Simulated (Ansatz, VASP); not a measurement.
P: VASP beside Ansatz

```
P
1.0
     2.67443    0.00000    0.00000
    -1.33721    2.31612    0.00000
     0.00000    0.00000   10.04749
P
4
Direct
  0.00000 0.00000 0.00000
  0.00000 0.00000 0.50000
  0.33333 0.66667 0.25000
  0.66667 0.33333 0.75000
```

Alike in both runs: task single point; functional RPBE; k mesh 15 × 15 × 4; occupations fermi-dirac, width 0.1 eV; no spin polarisation.

```csv
,VASP,Ansatz
version,VASP 6.6.1,Ansatz 0.2.0
potentials or method,"VASP PAW PBE potentials, release 64 (P), cutoff 520 eV","plane waves (420 eV) with PAW, scalar-relativistic"
valence electrons in the cell,20,20
```

```tsv
	VASP	Ansatz	Ansatz less VASP
pressure (GPa)	-3.7	-3.3	+0.44
traceless stress, the component that is largest in VASP (GPa)	0.98	0.85	-0.127
```

VASP's potentials were made for PBE, not for RPBE. With one functional, cell and mesh, what is left measures potentials, basis and numerics.
